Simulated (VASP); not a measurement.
# Be (P6_3/mmc) in VASP: notebook

Be is run at these levels: RPBE, r2SCAN0, r2SCANh+D3(BJ); tasks: single point.

All numbers are computed with VASP 6.6.1; they aren't measurements. Logs are shortened: lines on timing, memory, paths and dates and some standing lists are left out, and cuts for length are marked.

### Step 1. The cell of the first run

Symmetry: P6_3/mmc, No. 194, hexagonal system. Conventional cell: a = 2.285 Å, b = 2.285 Å, c = 3.584 Å, α = 90.00°, β = 90.00°, γ = 120.00°. Within 2.9 Å of Be (site symmetry -6m2) lie 12 Be at 2.23 to 2.29 Å.

### Step 2. Single point, RPBE

Input file INCAR:

```
SYSTEM = Be
PREC = Accurate ; ENCUT = 600
EDIFF = 1E-6 ; ISMEAR = 0
SIGMA = 0.01 ; LREAL = .FALSE.
LASPH = .TRUE. ; NELM = 120
ALGO = Normal ; ISIF = 2
LWAVE = .FALSE. ; LCHARG = .FALSE.
GGA = RP ; NBANDS = 9
GGA_COMPAT = .FALSE.
```

Input file KPOINTS:

```
regular mesh
0
G
  13 13 8
  0 0 0
```

Input file POSCAR:

```
Be
1.0
    2.2853000000      0.0000000000      0.0000000000
   -1.1426500000      1.9791278553      0.0000000000
    0.0000000000      0.0000000000      3.5842000000
Be
2
Direct
    0.6666666667      0.3333333333      0.7500000000
    0.3333333333      0.6666666667      0.2500000000
```

Potentials or basis: VASP PAW PBE potentials, release 64 (Be).

Run with:

```bash
cat potpaw_PBE.64/Be/POTCAR > POTCAR
mpirun -np 1 vasp_std > vasp.out
```

OUTCAR:

```text
SYSTEM = Be
   PREC = Accurate
   ENCUT = 600
   EDIFF = 1E-6
   ISMEAR = 0
   LREAL = .FALSE.
   LASPH = .TRUE.
   NELM = 120
   ISIF = 2
   GGA = RP

 ion  position               nearest neighbor table
   1  0.667  0.333  0.750-   2 2.23   2 2.23   2 2.23   2 2.23   2 2.23   2 2.23
   2  0.333  0.667  0.250-   1 2.23   1 2.23   1 2.23   1 2.23   1 2.23   1 2.23

  LATTYP: Found a hexagonal cell.
 ALAT       =     2.2853000000
 C/A-ratio  =     1.5683717674

  Lattice vectors:

 A1 = (   2.2853000000,   0.0000000000,   0.0000000000)
 A2 = (  -1.1426500000,   1.9791278553,   0.0000000000)
 A3 = (   0.0000000000,   0.0000000000,   3.5842000000)

Analysis of symmetry for initial positions (statically):
=====================================================================
 Subroutine PRICEL returns:
 Original cell was already a primitive cell.

 Routine SETGRP: Setting up the symmetry group for a
 hexagonal supercell.

 Subroutine GETGRP returns: Found 24 space group operations
 (whereof 12 operations were pure point group operations)
 out of a pool of 24 trial point group operations.

The static configuration has the point symmetry D_3d.
 The point group associated with its full space group is D_6h.

Analysis of symmetry for dynamics (positions and initial velocities):
=====================================================================
 Subroutine PRICEL returns:
 Original cell was already a primitive cell.

 Routine SETGRP: Setting up the symmetry group for a
 hexagonal supercell.

 Subroutine GETGRP returns: Found 24 space group operations
 (whereof 12 operations were pure point group operations)
 out of a pool of 24 trial point group operations.

The dynamic configuration has the point symmetry D_3d.
 The point group associated with its full space group is D_6h.

 Subroutine INISYM returns: Found 24 space group operations
 (whereof 12 operations are pure point group operations),
 and found     1 'primitive' translations

----------------------------------------------------------------------------------------

                                     Primitive cell

  volume of cell :      16.2110

  direct lattice vectors                    reciprocal lattice vectors
     2.285300000  0.000000000  0.000000000     0.437579311  0.252636533  0.000000000
    -1.142650000  1.979127855  0.000000000     0.000000000  0.505273066  0.000000000
     0.000000000  0.000000000  3.584200000     0.000000000  0.000000000  0.279002288

  length of vectors
     2.285300000  2.285300000  3.584200000     0.505273066  0.505273066  0.279002288

  position of ions in fractional coordinates (direct lattice)
     0.666666667  0.333333333  0.750000000
     0.333333333  0.666666667  0.250000000

  ion indices of the primitive-cell ions
   primitive index   ion index
                 1           1
                 2           2

----------------------------------------------------------------------------------------

 KPOINTS: regular mesh

Automatic generation of k-mesh.
 Grid dimensions read from file:
 generate k-points for:   13   13    8

 Generating k-lattice:

  Cartesian coordinates                     Fractional coordinates (reciprocal lattice)
     0.033659947  0.019433579  0.000000000     0.076923077  0.000000000  0.000000000
     0.000000000  0.038867159  0.000000000     0.000000000  0.076923077  0.000000000
     0.000000000  0.000000000  0.034875286     0.000000000  0.000000000  0.125000000

  Length of vectors
     0.038867159  0.038867159  0.034875286

  Shift w.r.t. Gamma in fractional coordinates (k-lattice)
     0.000000000  0.000000000  0.000000000

 Subroutine IBZKPT returns following result:
 ===========================================

 Found    105 irreducible k-points:

 Following reciprocal coordinates:
            Coordinates               Weight
  0.000000  0.000000  0.000000      1.000000
  0.076923  0.000000  0.000000      6.000000
  0.153846  0.000000  0.000000      6.000000
  0.230769  0.000000  0.000000      6.000000
  0.307692  0.000000  0.000000      6.000000
  0.384615  0.000000  0.000000      6.000000
[... 16 lines left out ...]
  0.076923  0.000000  0.125000     12.000000
  0.153846  0.000000  0.125000     12.000000
 [... further k-points ...]
   k-points           NKPTS =    105   k-points in BZ     NKDIM =    105   number of bands    NBANDS=      9
   number of dos      NEDOS =    301   number of ions     NIONS =      2
   total plane-waves  NPLWV =   9720
   dimension x,y,z NGX =    18 NGY =   18 NGZ =   30
   dimension x,y,z NGXF=    36 NGYF=   36 NGZF=   60
   ions per type =               2
   NGX,Y,Z   is equivalent  to a cutoff of  13.09, 13.09, 13.91 a.u.
   NGXF,Y,Z  is equivalent  to a cutoff of  26.19, 26.19, 27.83 a.u.
 SYSTEM =  Be
   PREC   = accura    normal or accurate (medium, high low for compatibility)
   ISTART =      0    job   : 0-new  1-cont  2-samecut
   ICHARG =      2    charge: 1-file 2-atom 10-const
   ISPIN  =      1    spin polarized calculation?
   LNONCOLLINEAR =      F non collinear calculations
   LSORBIT =      F    spin-orbit coupling
   LASPH  =      T    aspherical Exc in radial PAW
   ENCUT  =  600.0 eV  44.10 Ry    6.64 a.u.   4.56  4.56  7.16*2*pi/ulx,y,z
   NELM   =    120;   NELMIN=  2; NELMDL= -5     # of ELM steps
   EDIFF  = 0.1E-05   stopping-criterion for ELM
   LREAL  =      F    real-space projection
[... 7 lines left out ...]
   TEBEG  =    0.0;   TEEND  =   0.0 temperature during run
   PSTRESS=    0.0 pullay stress
   NELECT =       4.0000    total number of electrons
   NUPDOWN=      -1.0000    fix difference up-down
   EMIN   =  10.00;   EMAX   =-10.00  energy-range for DOS
   EFERMI =   0.00;   METHOD = LEGACY
   ISMEAR =     0;   SIGMA  =   0.01  broadening in eV -4-tet -1-fermi 0-gaus
   EFERMI_NEDOS =   21; number of points for ismear=-14 and -15
   IALGO  =     38    algorithm
   IMIX   =      4    mixing-type and parameters
     AMIX     =   0.40;   BMIX     =  1.00
     AMIX_MAG =   1.60;   BMIX_MAG =  1.00
  volume/ion in A,a.u.               =       8.11        54.70
  Fermi-wavevector in a.u.,A,eV,Ry     =   1.026814  1.940397 14.345258  1.054347
  Thomas-Fermi vector in A             =   2.160726
   LORBIT       =      0    0 simple, 1 ext, 2 COOP (PROOUT), +10 PAW based schemes
   GGA     = RP    functional components
   LHFCALC =     F    Hartree Fock is set to
   AEXX    =    0.0000 exact exchange contribution
   IVDW    =     0    specifies the selected vdW correction
   LEPSILON=     F    determine dielectric tensor
   LRPA    =     F    only Hartree local field effects (RPA)
 non-spin polarized calculation
 Gauss-broadening in eV      SIGMA  =   0.01
  energy-cutoff  :      600.00
  volume of cell :       16.21
 maximum number of plane-waves:       555
   NGX =  9   NGY =  9   NGZ = 15

 number of electron       4.0000000 magnetization

 Free energy of the ion-electron system (eV)
  ---------------------------------------------------
  ext. energy  EPLUGINS =         0.00000000
  ---------------------------------------------------
  free energy    TOTEN  =        -7.02655417 eV

  energy without entropy =       -7.02655417  energy(sigma->0) =       -7.02655417

 E-fermi :   6.7761     XC(G=0): -10.5248

 val. band max:        6.7144143928   @ k =   0.2308   0.1538   0.0000
 cond. band min:       6.8462539843   @ k =   0.3077   0.1538   0.0000
 fundamental gap:      0.1318395915
 Fermi energy:         6.7761167588

 k-point     1 :       0.0000    0.0000    0.0000
  band No.  band energies     occupation
      1      -4.3480      2.00000
      2       2.6078      2.00000
      3       7.9732      0.00000
      4      22.6806      0.00000
      5      22.6806      0.00000
      6      25.5048      0.00000
      7      25.5048      0.00000
      8      27.7321      0.00000
      9      33.4727      0.00000

 k-point     2 :       0.0769    0.0000    0.0000
  band No.  band energies     occupation
      1      -4.1787      2.00000
      2       2.8264      2.00000
      3       8.0287      0.00000
      4      21.3221      0.00000
      5      21.7234      0.00000
      6      25.5057      0.00000
      7      25.9776      0.00000
      8      27.3859      0.00000
      9      31.2956      0.00000

 k-point     3 :       0.1538    0.0000    0.0000
  band No.  band energies     occupation
      1      -3.6704      2.00000
      2       3.4809      2.00000
      3       8.1699      0.00000
      4      18.4393      0.00000
      5      20.1103      0.00000
      6      25.2749      0.00000
      7      26.0590      0.00000
      8      26.0681      0.00000
      9      28.2964      0.00000

 k-point     4 :       0.2308    0.0000    0.0000
  band No.  band energies     occupation
      1      -2.8231      2.00000
      2       4.5667      2.00000
      3       8.2593      0.00000
      4      15.4560      0.00000
      5      18.6229      0.00000
      6      23.4219      0.00000
      7      23.8292      0.00000
      8      25.4670      0.00000
      9      26.4572      0.00000
[... 205 lines left out ...]
 k-point    22 :       0.0000    0.0000    0.1250
  band No.  band energies     occupation
      1      -4.2121      2.00000
      2       1.8491      2.00000
      3       9.0444      0.00000
      4      22.8036      0.00000
      5      22.8036      0.00000
      6      25.4645      0.00000
      7      25.4645      0.00000
      8      26.7118      0.00000
      9      34.1216      0.00000

 k-point    23 :       0.0769    0.0000    0.1250
  band No.  band energies     occupation
      1      -4.0427      2.00000
      2       2.0496      2.00000
      3       9.1163      0.00000
      4      21.4532      0.00000
      5      21.8616      0.00000
      6      25.3276      0.00000
      7      25.8231      0.00000
      8      26.5785      0.00000
      9      31.2457      0.00000

 k-point    24 :       0.1538    0.0000    0.1250
  band No.  band energies     occupation
      1      -3.5342      2.00000
      2       2.6452      2.00000
      3       9.3083      0.00000
      4      18.5680      0.00000
      5      20.2628      0.00000
      6      24.7089      0.00000
      7      25.5443      0.00000
      8      25.6976      0.00000
      9      28.5694      0.00000

 [... further k-points ...]
[... 5 lines left out ...]
  --------------------------------------------------------------------------------------
  -------------------------------------------------------------------------------------
  Total        0.0381659      0.0381659     -0.0020358      0.0000000      0.0000000      0.0000000
  in kB        3.7720472      3.7720472     -0.2012014      0.0000000      0.0000000      0.0000000
  external PRESSURE =       2.4476310 kB  Pullay stress =       0.0000000 kB

 VOLUME and BASIS-vectors are now :
 -----------------------------------------------------------------------------
  energy-cutoff  :      600.00
  volume of cell :       16.21
      direct lattice vectors                 reciprocal lattice vectors
     2.285300000  0.000000000  0.000000000     0.437579311  0.252636533  0.000000000
    -1.142650000  1.979127855  0.000000000     0.000000000  0.505273066  0.000000000
     0.000000000  0.000000000  3.584200000     0.000000000  0.000000000  0.279002288

 POSITION                                       TOTAL-FORCE (eV/Angst)
 -----------------------------------------------------------------------------------
      1.14265      0.65971      2.68815         0.000000     -0.000000      0.000000
     -0.00000      1.31942      0.89605        -0.000000      0.000000      0.000000
 -----------------------------------------------------------------------------------
    total drift:                                0.000000     -0.000000      0.000000

  FREE ENERGIE OF THE ION-ELECTRON SYSTEM (eV)
  ---------------------------------------------------
  free  energy   TOTEN  =        -7.0265541734 eV

  energy  without entropy=       -7.0265541734  energy(sigma->0) =       -7.02655417
```

Wall time 9.4 s (1 thread of Intel Xeon Platinum 8124M at 3.00GHz (Skylake/Cascade Lake), shared host); peak memory 0.13 GiB.

What came out:

```
Free energy            : -7.0266 eV
Pressure               : 0.2 GPa
Band gap on the k mesh : zero (bands 2 and 3 overlap by 1.63 eV)
```

Levels at points of the mesh, in eV from the Fermi level:
```csv
k point,band 1,band 2,band 3,band 4,band 5,band 6
"(0.00, 0.00, 0.00)",-11.12,-4.17,1.20,15.90,15.90,18.73
"(0.00, 0.00, 0.50)",-8.96,-8.96,10.79,10.79,17.56,17.56
```

Caveat: the PAW data sets were made with another functional, which shifts forces and pressure a little.

### Step 3. Single point, r2SCAN0

POSCAR is that of step 2.

Input file INCAR.step1:

```
PREC = Accurate
ENCUT = 580
EDIFF = 1E-5
ISMEAR = -1
SIGMA = 0.025
LREAL = F
LASPH = T
NELM = 120
ALGO = Normal
ISIF = 2
LWAVE = T
NBANDS = 9
GGA = PE
GGA_COMPAT = F
```

Input file INCAR.step2:

```
PREC = Accurate
ENCUT = 580
EDIFF = 1E-6
ISMEAR = -1
SIGMA = 0.025
LREAL = F
LASPH = T
NELM = 120
ALGO = Normal
ISIF = 2
LWAVE = F
LCHARG = T
METAGGA = R2SCAN
LHFCALC = T
AEXX = 0.25
LMIXTAU = T
PRECFOCK = Normal
LELF = T
LVHAR = T
NBANDS = 9
ISTART = 1
GGA_COMPAT = F
```

Input file KPOINTS:

```
regular mesh
0
Gamma
  8 8 5
```

Potentials or basis: VASP PAW PBE potentials, release 64 (Be).

Run with:

```bash
cat potpaw_PBE.64/Be/POTCAR > POTCAR
cp INCAR.step1 INCAR
mpirun -np 1 vasp_std > vasp.out
cp INCAR.step2 INCAR
mpirun -np 1 vasp_std > vasp.out
```

Wall time 5.1 min (1 thread of Intel Xeon Platinum 8124M at 3.00GHz (Skylake/Cascade Lake), shared host); peak memory 0.14 GiB.

The run converged. Its results:

```
Free energy            : -8.5867 eV
Pressure               : -3.4 GPa
Band gap on the k mesh : zero (bands 2 and 3 overlap by 0.38 eV)
```

Stress tensor (GPa, compression positive):
```
-4.55  0.00  0.00
 0.00 -4.55  0.00
 0.00  0.00 -1.08
```

Levels at points of the mesh, in eV from the Fermi level:
```tsv
k point	band 1	band 2	band 3	band 4	band 5	band 6
(0.00, 0.00, 0.00)	-14.66	-6.42	0.81	17.18	17.18	20.16
(0.50, 0.00, 0.00)	-7.15	-5.05	3.81	6.67	7.15	10.15
```

Caveat: the k points lie up to 0.40 Å⁻¹ apart; the PAW data sets were made with another functional, which shifts forces and pressure a little.

### Step 4. Single point, r2SCANh+D3(BJ) (7.46 Å³/atom)

This run uses another cell than the first one, of 7.46 Å³/atom.

Input file POSCAR:

```
Be
1.0
    2.2226572400      0.0000000000      0.0000000000
   -1.1113286200      1.9248776337      0.0000000000
    0.0000000000      0.0000000000      3.4859528700
Be
2
Direct
    0.6666666667      0.3333333333      0.7500000000
    0.3333333333      0.6666666667      0.2500000000
```

Input file INCAR.step1:

```
PREC     = Accurate       # precision mode
ENCUT    = 580            # plane-wave cutoff, eV
EDIFF    = 1E-5           # SCF threshold, eV
ISMEAR   = -1             # smearing method
SIGMA    = 0.15           # smearing width, eV
LREAL    = F              # projectors in reciprocal space
LASPH    = T              # aspherical terms in the spheres
NELM     = 120            # most SCF steps
ALGO     = Normal         # electronic algorithm
ISIF     = 2              # what is computed and relaxed
LWAVE    = T              # write WAVECAR
GGA      = PE             # functional
NBANDS   = 9              # bands
GGA_COMPAT= F
```

Input file INCAR.step2:

```
PREC     = Accurate       # precision mode
ENCUT    = 580            # plane-wave cutoff, eV
EDIFF    = 1E-6           # SCF threshold, eV
ISMEAR   = -1             # smearing method
SIGMA    = 0.15           # smearing width, eV
LREAL    = F              # projectors in reciprocal space
LASPH    = T              # aspherical terms in the spheres
NELM     = 120            # most SCF steps
ALGO     = Normal         # electronic algorithm
ISIF     = 2              # what is computed and relaxed
LWAVE    = F              # write WAVECAR
LCHARG   = T              # write CHGCAR
METAGGA  = R2SCAN         # meta-GGA
LHFCALC  = T              # exact exchange
AEXX     = 0.1            # exact-exchange fraction
LMIXTAU  = T            
PRECFOCK = Normal       
IVDW     = 12             # dispersion correction
VDW_S6   = 1.0          
VDW_S8   = 1.1236       
VDW_A1   = 0.4709       
VDW_A2   = 5.9157       
LELF     = T              # ELF
LVHAR    = T            
ISTART   = 1            
NBANDS   = 9              # bands
GGA_COMPAT= F
```

Input file KPOINTS:

```
Automatic mesh
0
Gamma
  9 9 5
```

Run with:

```bash
cat potpaw_PBE.64/Be/POTCAR > POTCAR
cp INCAR.step1 INCAR
mpirun -np 1 vasp_std > vasp.out
cp INCAR.step2 INCAR
mpirun -np 1 vasp_std > vasp.out
```

It took 11 min on 1 thread of Intel Xeon Platinum 8124M at 3.00GHz (Skylake/Cascade Lake), shared host; peak memory 0.15 GiB.

The run converged. Its results:

```yaml
Free_energy: -9.0379 eV
Pressure: 3.7 GPa
Band_gap_on_the_k_mesh: zero (bands 2 and 3 overlap by 2.68 eV)
Dispersion_energy_per_atom: -0.195 eV
```

Stress tensor (GPa, compression positive):
```
4.05 0.00 0.00
0.00 4.05 0.00
0.00 0.00 3.10
```

Levels at points of the mesh, in eV from the Fermi level:
```csv
k point,band 1,band 2,band 3,band 4,band 5,band 6,band 7
"(0.00, 0.00, 0.00)",-12.94,-4.97,1.94,18.81,18.81,21.98,21.98
```

Caveat: the k points lie up to 0.36 Å⁻¹ apart, too coarse for converged energies and pressures of a metal; the PAW data sets were made with another functional, which shifts forces and pressure a little.

### Step 5. Overview

```tsv
level	cell	k mesh	cutoff (eV)	smearing	grid for exact exchange (PRECFOCK)	share of exact exchange	gap on the mesh (eV)	pressure (GPa)
RPBE	a = 2.285, b = 2.285, c = 3.584 Å, angles 90.0, 90.0, 120.0°, 2 atoms	13 × 13 × 8	600	gaussian 0.01 eV	-	-	none	0.2
r2SCAN0	a = 2.285, b = 2.285, c = 3.584 Å, angles 90.0, 90.0, 120.0°, 2 atoms	8 × 8 × 5	580	fermi-dirac 0.025 eV	Normal	0.25	none	-3.4
r2SCANh+D3(BJ)	a = 2.223, b = 2.223, c = 3.486 Å, angles 90.0, 90.0, 120.0°, 2 atoms	9 × 9 × 5	580	fermi-dirac 0.15 eV	Normal	0.1	none	3.7
```

Alike in all rows: task single point; potentials or basis VASP PAW PBE potentials, release 64 (Be); no spin polarisation.

Caveats: some runs use coarse meshes; the PAW data sets were made with another functional, which shifts forces and pressure a little.

Total energies depend on the potentials used, so only differences within one code and one set of settings carry meaning.

The gap in the log of VASP goes by the Fermi energy; the results here count the filled bands.